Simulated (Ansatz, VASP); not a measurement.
**One calculation of As, two programs**

INCAR

```
PREC = Accurate
ENCUT = 600
EDIFF = 1E-6
ISMEAR = -1
SIGMA = 0.1
LREAL = False
LASPH = True
NELM = 100
ALGO = Normal
ISIF = 3
LWAVE = False
LCHARG = False
GGA = PE
IBRION = 2
NSW = 80
EDIFFG = -0.01
```

File KPOINTS:

```
Automatic mesh
0
Gamma
  10 10 10
```

File POSCAR:

```
As
1.0
    1.8807975058      1.0858789463      3.5140618606
   -1.8807975058      1.0858789463      3.5140618606
    0.0000000000     -2.1717578925      3.5140618606
As
2
Direct
    0.7740000000      0.7740000000      0.7740000000
    0.2260000000      0.2260000000      0.2260000000
```

Input for Ansatz:

```yaml
crystal:
  lattice:
    - [1.8807975058, 1.0858789463, 3.5140618606]
    - [-1.8807975058, 1.0858789463, 3.5140618606]
    - [0.0, -2.1717578925, 3.5140618606]
  atoms:
    - { symbol: As, position: [0.774, 0.774, 0.774] }
    - { symbol: As, position: [0.226, 0.226, 0.226] }
hamiltonian:
  xc: pbe
  pseudopotentials:
    kind: paw
    azcp:
      As: "pseudopotentials/As.paw.azcp"
basis:
  ecutwfc: 420
  fft_grid_basis: typed
kpoints:
  mp_grid: { grid: [10, 10, 10], shift: [0, 0, 0] }
magnetization:
  spin_polarized: false
scf:
  occupations: { method: fermi_dirac, width: 0.1 }
relax:
  max_steps: 60
  f_tol: 0.01
  cell: {}
```

Alike in both runs: task relaxation of cell and atoms; functional PBE; k mesh 10 × 10 × 10; occupations fermi-dirac, width 0.1 eV; no spin polarisation.

```csv
,VASP,Ansatz
version,VASP 6.6.1,Ansatz 0.2.0
potentials or method,"VASP PAW PBE potentials, release 64 (As), cutoff 600 eV","plane waves (420 eV) with PAW, scalar-relativistic"
valence electrons in the cell,10,30
```

Ansatz gave:

- relaxed volume (Å³/atom): 22.65
- relaxed length of the cell vector where the two differ most in proportion (Å): 4.225

**Question.** Which values does VASP return?

**Answer.** Relaxed volume (Å³/atom): 22.60; relaxed length of the cell vector where the two differ most in proportion (Å): 4.209.

VASP's potentials hold 10 valence electrons a cell and Ansatz's 30, so a difference there can come from the potentials and not from the codes.
